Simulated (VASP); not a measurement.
P:

```
P
1.0
     1.64774   -5.46504    0.00000
     1.64774    5.46504    0.00000
     0.00000    0.00000    4.54364
P
4
Direct
  0.90414 0.09586 0.58882
  0.09586 0.90414 0.41118
  0.59586 0.40414 0.08882
  0.40414 0.59586 0.91118
```

* Program: VASP 6.6.1
* Task: relaxation of cell and atoms
* Functional: revPBE
* Dispersion: D4
* Potentials or basis: VASP PAW PBE potentials, release 64 (P)
* Cutoff: 600 eV
* k mesh: 8 × 8 × 6
* Occupations: fermi-dirac, width 0.05 eV
* Spin: no spin polarisation

At the start: pressure -2.9 GPa; volume 20.46 Å³/atom.

**Question.** Where does the relaxation end?

**Answer.** Over 24 steps the energy falls by 88.8 meV/atom and the volume is 15.83 Å³/atom (-22.6 %); space group Cmce (No. 64, to 0.1 Å) before and after.

Step by step:
| step | energy change (eV) | largest force (eV/Å) | pressure (GPa) | volume (Å³) |
| --- | --- | --- | --- | --- |
| 1 | 0.0000 | 0.3465 | -2.87 | 81.83 |
| 2 | -0.0630 | 0.5572 | 0.19 | 77.56 |
| 3 | -0.0661 | 0.6526 | 1.15 | 76.44 |
| 4 | -0.1136 | 0.5248 | 0.80 | 75.10 |
| 5 | -0.2069 | 0.3136 | -0.24 | 71.17 |
| 6 | -0.2049 | 0.6954 | -1.98 | 63.63 |
| 7 | -0.2378 | 0.4024 | -0.94 | 67.61 |
| 8 | -0.2924 | 0.2896 | -0.61 | 65.84 |
| 9 | -0.3349 | 0.1597 | 0.19 | 63.50 |
| 10 | -0.2922 | 0.2618 | 3.47 | 58.83 |
| 11 | -0.3421 | 0.1052 | 0.98 | 62.24 |
| 12 | -0.3490 | 0.1004 | 0.27 | 62.92 |
| 13 | -0.3515 | 0.0984 | -0.99 | 64.20 |
| 14 | -0.3522 | 0.0984 | -0.61 | 63.80 |
| 15 | -0.3540 | 0.0318 | 0.03 | 63.65 |
| 16 | -0.3540 | 0.0262 | 0.01 | 63.65 |
| 17 | -0.3542 | 0.0262 | -0.06 | 63.65 |
| 18 | -0.3546 | 0.0385 | -0.23 | 63.63 |
| 19 | -0.3548 | 0.0314 | -0.20 | 63.58 |
| 20 | -0.3551 | 0.0173 | -0.07 | 63.44 |
| 21 | -0.3549 | 0.0518 | 0.20 | 63.15 |
| 22 | -0.3551 | 0.0215 | 0.00 | 63.36 |
| 23 | -0.3552 | 0.0152 | -0.02 | 63.34 |
| 24 | -0.3552 | 0.0075 | -0.07 | 63.31 |

Final structure:
```xyz
4
Lattice="1.6697 -4.9611 0.0000 1.6697 4.9611 0.0000 0.0000 0.0000 3.8213" Properties=species:S:1:pos:R:3 pbc="T T T"
P     1.6697   -3.8639    2.1282
P     1.6697    3.8639    1.6930
P     1.6697   -1.0972    0.2176
P     1.6697    1.0972    3.6037
```

Caveat: the volume moved by over 15 % at a fixed basis, so the end points are rough; the PAW data sets were made with another functional, which shifts forces and pressure a little.
